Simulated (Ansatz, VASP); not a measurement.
## C in VASP and in Ansatz

```
C
1.0
     1.23319    0.71198    8.28262
    -1.23319    0.71198    8.28262
     0.00000   -1.42396    8.28262
C
4
Direct
  0.08717 0.08717 0.08717
  0.75385 0.75385 0.75385
  0.24615 0.24615 0.24615
  0.91283 0.91283 0.91283
```

Alike in both runs: task single point; functional LDA; k mesh 12 × 12 × 12; occupations fermi-dirac, width 0.05 eV; no spin polarisation.

```csv
,VASP,Ansatz
version,VASP 6.6.1,Ansatz 0.2.0
potentials or method,"VASP PAW LDA potentials, release 64 (C)",Ansatz PAW
plane-wave cutoff (eV),520,420
valence electrons in the cell,16,16
```

```csv
,VASP,Ansatz,Ansatz less VASP
gap on the k mesh at the Fermi level (eV),0.19,0.19,-0.002
least direct gap on the mesh (eV),0.19,0.19,-0.001
pressure (GPa),-5.5,-6.1,-0.64
"traceless stress, the component that is largest in VASP (GPa)",4.45,5.19,+0.739
rms of the force components (eV/Å),0.004,0.004,0.0000
```

LDA's correlation is that of Perdew and Zunger in VASP and of Perdew and Wang (1992) in Ansatz. Atom by atom the forces differ by 0.000 eV/Å (rms over components).
